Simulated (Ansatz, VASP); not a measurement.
**Li: VASP beside Ansatz**

Contents of INCAR:

```
  PREC = Accurate
  ENCUT = 600
  EDIFF = 1E-7
  ISMEAR = -1
  SIGMA = 0.1
  LREAL = False
  LASPH = True
  NELM = 80
  ALGO = Normal
  ISIF = 3
  LWAVE = False
  LCHARG = False
  GGA = CA
  IBRION = 2
  NSW = 80
  EDIFFG = -0.01
```

File KPOINTS:

```
regular mesh
0
Gamma
  7 7 10
```

The input POSCAR:

```
Li
1.0
    4.9612054717      0.0000000000      0.0000000000
   -2.4806027358      4.2965299719      0.0000000000
    0.0000000000      0.0000000000      3.0412189541
Li
3
Direct
    0.0000000000      0.0000000000      0.0000000000
    0.3333333333      0.6666666667      0.5000000000
    0.6666666667      0.3333333333      0.5000000000
```

Input for Ansatz:

```yaml
crystal:
  lattice:
    - [4.9612054717, 0.0, 0.0]
    - [-2.4806027358, 4.2965299719, 0.0]
    - [0.0, 0.0, 3.0412189541]
  atoms:
    - { symbol: Li, position: [0.0, 0.0, 0.0] }
    - { symbol: Li, position: [0.3333333333, 0.6666666667, 0.5] }
    - { symbol: Li, position: [0.6666666667, 0.3333333333, 0.5] }
hamiltonian:
  xc: lda
  pseudopotentials:
    kind: paw
    azcp:
      Li: "pseudopotentials/Li.paw.azcp"
basis:
  ecutwfc: 420
  fft_grid_basis: typed
kpoints:
  mp_grid: { grid: [7, 7, 10], shift: [0, 0, 0] }
magnetization:
  spin_polarized: false
scf:
  occupations: { method: fermi_dirac, width: 0.1 }
relax:
  max_steps: 60
  f_tol: 0.01
  cell: {}
```

Alike in both runs: task relaxation of cell and atoms; functional LDA; k mesh 7 × 7 × 10; occupations fermi-dirac, width 0.1 eV; no spin polarisation.

```csv
,VASP,Ansatz
version,VASP 6.6.1,Ansatz 0.2.0
potentials or method,"VASP PAW LDA potentials, release 64 (Li_sv), cutoff 600 eV","plane waves (420 eV) with PAW, scalar-relativistic"
valence electrons in the cell,9,9
```

Ansatz gave:

* relaxed volume (Å³/atom): 18.97
* relaxed cell length with the largest relative difference (Å): 4.828

Task: What did VASP give for the same quantities?

Result: Relaxed volume (Å³/atom): 18.70; relaxed cell length with the largest relative difference (Å): 4.805.

Ansatz warns that its potentials were made for another functional, while VASP's fit it. LDA's correlation is that of Perdew and Zunger in VASP and of Perdew and Wang (1992) in Ansatz.

Noted on VASP's run: the cutoff is short for stress, so the pressure is rough.
